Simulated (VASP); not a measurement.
# AlRu in VASP: further runs

Runs on AlRu. Level: r2SCAN. Tasks: single point.

Program: VASP 6.6.1. These are calculated values, not measurements. Logs are shortened: lines on timing, memory, paths and dates and some standing lists are left out, and cuts for length are marked.

## 1. The cell of the first run

Symmetry: Pm-3m, No. 221, cubic system. The conventional cell has a = 3.066 Å, b = 3.066 Å, c = 3.066 Å, α = 90.00°, β = 90.00°, γ = 90.00°. Al (site symmetry m-3m) has 8 Ru at 2.66 Å and 6 Al at 3.07 Å within 3.5 Å. Within 3.5 Å of Ru (site symmetry m-3m) lie 8 Al at 2.66 Å and 6 Ru at 3.07 Å.

## 2. Single point, r2SCAN (strain +0.025 along x and y, +0.025 along z)

Contents of POSCAR:

```
AlRu
1.0
    3.0663900000      0.0000000000      0.0000000000
    0.0000000000      3.0663900000      0.0000000000
    0.0000000000      0.0000000000      3.0663900000
Al Ru
1 1
Direct
    0.0000000000      0.0000000000      0.0000000000
    0.5000000000      0.5000000000      0.5000000000
```

Contents of INCAR.step1:

```
SYSTEM = AlRu
PREC = Accurate
ENCUT = 520
ISMEAR = 0
SIGMA = 0.15
LREAL = .False.
LASPH = .True.
NELM = 80
NBANDS = 16
GGA = PE
ALGO = Normal
EDIFF = 1E-4
LWAVE = .True.
LCHARG = .False.
```

Contents of INCAR.step2:

```
SYSTEM = AlRu
PREC = Accurate
ENCUT = 520
EDIFF = 1E-7
ISMEAR = 0
SIGMA = 0.15
LREAL = .False.
LASPH = .True.
NELM = 80
ALGO = Normal
ISIF = 2
LWAVE = .False.
LCHARG = .False.
METAGGA = R2SCAN
LMIXTAU = .True.
NBANDS = 16
ISTART = 1
```

Contents of KPOINTS:

```
Automatic mesh
0
Gamma
  16 16 16
  0 0 0
```

Potentials or basis: VASP PAW PBE potentials, release 64 (Al, Ru_pv).

Started as:

```console
$ cat potpaw_PBE.64/Al/POTCAR potpaw_PBE.64/Ru_pv/POTCAR > POTCAR
$ cp INCAR.step1 INCAR
$ mpirun -np 1 vasp_std > vasp.out
$ cp INCAR.step2 INCAR
$ mpirun -np 1 vasp_std > vasp.out
```

OUTCAR:

```text
SYSTEM = AlRu
   PREC = Accurate
   ENCUT = 520
   EDIFF = 1E-7
   ISMEAR = 0
   LREAL = .False.
   LASPH = .True.
   NELM = 80
   ISIF = 2
   METAGGA = R2SCAN
   ISTART = 1

 ion  position               nearest neighbor table
   1  0.000  0.000  0.000-   2 2.66   2 2.66   2 2.66   2 2.66   2 2.66   2 2.66   2 2.66   2 2.66

   2  0.500  0.500  0.500-   1 2.66   1 2.66   1 2.66   1 2.66   1 2.66   1 2.66   1 2.66   1 2.66

  LATTYP: Found a simple cubic cell.
 ALAT       =     3.0663900000

  Lattice vectors:

 A1 = (   3.0663900000,   0.0000000000,   0.0000000000)
 A2 = (   0.0000000000,   3.0663900000,   0.0000000000)
 A3 = (   0.0000000000,   0.0000000000,   3.0663900000)

Analysis of symmetry for initial positions (statically):
=====================================================================
 Subroutine PRICEL returns:
 Original cell was already a primitive cell.

 Routine SETGRP: Setting up the symmetry group for a
 simple cubic supercell.

 Subroutine GETGRP returns: Found 48 space group operations
 (whereof 48 operations were pure point group operations)
 out of a pool of 48 trial point group operations.

The static configuration has the point symmetry O_h .

Analysis of symmetry for dynamics (positions and initial velocities):
=====================================================================
 Subroutine PRICEL returns:
 Original cell was already a primitive cell.

 Routine SETGRP: Setting up the symmetry group for a
 simple cubic supercell.

 Subroutine GETGRP returns: Found 48 space group operations
 (whereof 48 operations were pure point group operations)
 out of a pool of 48 trial point group operations.

The dynamic configuration has the point symmetry O_h .

 Subroutine INISYM returns: Found 48 space group operations
 (whereof 48 operations are pure point group operations),
 and found     1 'primitive' translations

----------------------------------------------------------------------------------------

                                     Primitive cell

  volume of cell :      28.8325

  direct lattice vectors                    reciprocal lattice vectors
     3.066390000  0.000000000  0.000000000     0.326116378  0.000000000  0.000000000
     0.000000000  3.066390000  0.000000000     0.000000000  0.326116378  0.000000000
     0.000000000  0.000000000  3.066390000     0.000000000  0.000000000  0.326116378

  length of vectors
     3.066390000  3.066390000  3.066390000     0.326116378  0.326116378  0.326116378

  position of ions in fractional coordinates (direct lattice)
     0.000000000  0.000000000  0.000000000
     0.500000000  0.500000000  0.500000000

  ion indices of the primitive-cell ions
   primitive index   ion index
                 1           1
                 2           2

----------------------------------------------------------------------------------------

 KPOINTS: Automatic mesh

Automatic generation of k-mesh.
 Grid dimensions read from file:
 generate k-points for:   16   16   16

 Generating k-lattice:

  Cartesian coordinates                     Fractional coordinates (reciprocal lattice)
     0.020382274  0.000000000  0.000000000     0.062500000  0.000000000  0.000000000
     0.000000000  0.020382274  0.000000000     0.000000000  0.062500000  0.000000000
     0.000000000  0.000000000  0.020382274     0.000000000  0.000000000  0.062500000

  Length of vectors
     0.020382274  0.020382274  0.020382274

  Shift w.r.t. Gamma in fractional coordinates (k-lattice)
     0.000000000  0.000000000  0.000000000

 Subroutine IBZKPT returns following result:
 ===========================================

 Found    165 irreducible k-points:

 Following reciprocal coordinates:
            Coordinates               Weight
  0.000000  0.000000  0.000000      1.000000
  0.062500  0.000000  0.000000      6.000000
  0.125000  0.000000  0.000000      6.000000
  0.187500  0.000000  0.000000      6.000000
  0.250000  0.000000  0.000000      6.000000
  0.312500  0.000000  0.000000      6.000000
[... 16 lines left out ...]
  0.437500  0.125000  0.000000     24.000000
  0.500000  0.125000  0.000000     12.000000
 [... further k-points ...]
   k-points           NKPTS =    165   k-points in BZ     NKDIM =    165   number of bands    NBANDS=     16
   number of dos      NEDOS =    301   number of ions     NIONS =      2
   total plane-waves  NPLWV =  13824
   dimension x,y,z NGX =    24 NGY =   24 NGZ =   24
   dimension x,y,z NGXF=    48 NGYF=   48 NGZF=   48
   ions per type =               1   1
   NGX,Y,Z   is equivalent  to a cutoff of  13.01, 13.01, 13.01 a.u.
   NGXF,Y,Z  is equivalent  to a cutoff of  26.02, 26.02, 26.02 a.u.
 SYSTEM =  AlRu
   PREC   = accura    normal or accurate (medium, high low for compatibility)
   ISTART =      1    job   : 0-new  1-cont  2-samecut
   ICHARG =      0    charge: 1-file 2-atom 10-const
   ISPIN  =      1    spin polarized calculation?
   LNONCOLLINEAR =      F non collinear calculations
   LSORBIT =      F    spin-orbit coupling
   LASPH  =      T    aspherical Exc in radial PAW
   ENCUT  =  520.0 eV  38.22 Ry    6.18 a.u.   5.70  5.70  5.70*2*pi/ulx,y,z
   NELM   =     80;   NELMIN=  2; NELMDL=  0     # of ELM steps
   EDIFF  = 0.1E-06   stopping-criterion for ELM
   LREAL  =      F    real-space projection
   EDIFFG = 0.1E-05   stopping-criterion for IOM
   NSW    =      0    number of steps for IOM
   IBRION =     -1    ionic relax: 0-MD 1-quasi-New 2-CG
   NFREE  =      0    steps in history (QN), initial steepest desc. (CG)
   ISIF   =      2    stress and relaxation
   ISYM   =      2    0-nonsym 1-usesym 2-fastsym
   POTIM  = 0.5000    time-step for ionic-motion
   TEBEG  =    0.0;   TEEND  =   0.0 temperature during run
   PSTRESS=    0.0 pullay stress
   NELECT =      17.0000    total number of electrons
   NUPDOWN=      -1.0000    fix difference up-down
   EMIN   =  10.00;   EMAX   =-10.00  energy-range for DOS
   EFERMI =   0.00;   METHOD = LEGACY
   ISMEAR =     0;   SIGMA  =   0.15  broadening in eV -4-tet -1-fermi 0-gaus
   EFERMI_NEDOS =   21; number of points for ismear=-14 and -15
   IALGO  =     38    algorithm
   IMIX   =      4    mixing-type and parameters
     AMIX     =   0.40;   BMIX     =  1.00
     AMIX_MAG =   1.60;   BMIX_MAG =  1.00
  volume/ion in A,a.u.               =      14.42        97.29
  Fermi-wavevector in a.u.,A,eV,Ry     =   1.372768  2.594155 25.640062  1.884491
  Thomas-Fermi vector in A             =   2.498345
   LORBIT       =      0    0 simple, 1 ext, 2 COOP (PROOUT), +10 PAW based schemes
   METAGGA = R2SCAN    functional components
   LHFCALC =     F    Hartree Fock is set to
   AEXX    =    0.0000 exact exchange contribution
   IVDW    =     0    specifies the selected vdW correction
   LEPSILON=     F    determine dielectric tensor
   LRPA    =     F    only Hartree local field effects (RPA)
 non-spin polarized calculation
 Gauss-broadening in eV      SIGMA  =   0.15
  energy-cutoff  :      520.00
  volume of cell :       28.83
 maximum number of plane-waves:       804
 NGX is ok and might be reduce to    24
   NGX = 11   NGY = 11   NGZ = 11

 number of electron      17.0000008 magnetization

 Free energy of the ion-electron system (eV)
  ---------------------------------------------------
  ext. energy  EPLUGINS =         0.00000000
  ---------------------------------------------------
  free energy    TOTEN  =       -33.50227905 eV

  energy without entropy =      -33.48266922  energy(sigma->0) =      -33.49247414

 E-fermi :   9.5684     XC(G=0): -13.2064

 val. band max:        9.5587401633   @ k =   0.0625   0.0625   0.0625
 cond. band min:       9.5750475706   @ k =   0.1250   0.0625   0.0625
 fundamental gap:      0.0163074073
 Fermi energy:         9.5684265282

 k-point     1 :       0.0000    0.0000    0.0000
  band No.  band energies     occupation
      1     -33.4973      2.00000
      2     -33.4973      2.00000
      3     -33.4973      2.00000
      4      -0.1769      2.00000
      5       6.2835      2.00000
      6       6.2835      2.00000
[... 8 lines left out ...]
     15      20.5718      0.00000
     16      24.6077      0.00000

 k-point     2 :       0.0625    0.0000    0.0000
  band No.  band energies     occupation
      1     -33.5040      2.00000
      2     -33.4967      2.00000
      3     -33.4967      2.00000
      4      -0.1022      2.00000
      5       6.3040      2.00000
      6       6.3097      2.00000
[... 8 lines left out ...]
     15      20.8962      0.00000
     16      24.8459      0.00000

 k-point     3 :       0.1250    0.0000    0.0000
  band No.  band energies     occupation
      1     -33.5231      2.00000
      2     -33.4951      2.00000
      3     -33.4951      2.00000
      4       0.1196      2.00000
      5       6.3484      2.00000
      6       6.3857      2.00000
[... 8 lines left out ...]
     15      21.5278      0.00000
     16      25.6028      0.00000

 k-point     4 :       0.1875    0.0000    0.0000
  band No.  band energies     occupation
      1     -33.5516      2.00000
      2     -33.4926      2.00000
      3     -33.4926      2.00000
      4       0.4818      2.00000
      5       6.3642      2.00000
      6       6.5034      2.00000
[... 8 lines left out ...]
     15      22.0713      0.00000
     16      26.8761      0.00000
[... 324 lines left out ...]
 k-point    22 :       0.3750    0.1250    0.0000
  band No.  band energies     occupation
      1     -33.6435      2.00000
      2     -33.5094      2.00000
      3     -33.4822      2.00000
      4       2.5049      2.00000
      5       5.4902      2.00000
      6       7.0544      2.00000
[... 8 lines left out ...]
     15      22.6062      0.00000
     16      23.7979      0.00000

 k-point    23 :       0.4375    0.1250    0.0000
  band No.  band energies     occupation
      1     -33.6621      2.00000
      2     -33.5076      2.00000
      3     -33.4806      2.00000
      4       3.2471      2.00000
      5       4.7949      2.00000
      6       7.1751      2.00000
[... 8 lines left out ...]
     15      21.6449      0.00000
     16      22.7490      0.00000

 k-point    24 :       0.5000    0.1250    0.0000
  band No.  band energies     occupation
      1     -33.6686      2.00000
      2     -33.5070      2.00000
      3     -33.4800      2.00000
      4       3.9680      2.00000
      5       4.0845      2.00000
      6       7.2231      2.00000
[... 8 lines left out ...]
     15      21.4721      0.00000
     16      21.9473      0.00000

 [... further k-points ...]
[... 5 lines left out ...]
  --------------------------------------------------------------------------------------
  -------------------------------------------------------------------------------------
  Total       -2.7500928     -2.7500928     -2.7500928      0.0000000     -0.0000000      0.0000000
  in kB     -152.8184402   -152.8184402   -152.8184402      0.0000000     -0.0000000      0.0000000
  external PRESSURE =    -152.8184402 kB  Pullay stress =       0.0000000 kB

 VOLUME and BASIS-vectors are now :
 -----------------------------------------------------------------------------
  energy-cutoff  :      520.00
  volume of cell :       28.83
      direct lattice vectors                 reciprocal lattice vectors
     3.066390000  0.000000000  0.000000000     0.326116378  0.000000000  0.000000000
     0.000000000  3.066390000  0.000000000     0.000000000  0.326116378  0.000000000
     0.000000000  0.000000000  3.066390000     0.000000000  0.000000000  0.326116378

 POSITION                                       TOTAL-FORCE (eV/Angst)
 -----------------------------------------------------------------------------------
      0.00000      0.00000      0.00000         0.000000      0.000000      0.000000
      1.53320      1.53320      1.53320         0.000000      0.000000      0.000000
 -----------------------------------------------------------------------------------
    total drift:                                0.000000     -0.000000     -0.000000

  FREE ENERGIE OF THE ION-ELECTRON SYSTEM (eV)
  ---------------------------------------------------
  free  energy   TOTEN  =       -33.5022790544 eV

  energy  without entropy=      -33.4826692206  energy(sigma->0) =      -33.49247414
```

Wall time 52 s (1 thread of Intel Xeon 6975P-C (Granite Rapids), shared host); peak memory 0.2 GiB.

Results:

```
Free energy            : -33.5023 eV
Pressure               : -15.3 GPa
Band gap on the k mesh : zero (an odd number of electrons rules out a gap without spin polarisation)
```

Caveat: the cell differs from its parent crystal (strain +0.025 along x and y, +0.025 along z); the cell stands under tension; the PAW data sets were made with another functional, which shifts forces and pressure a little.

(Continued in part 2 of 3.)
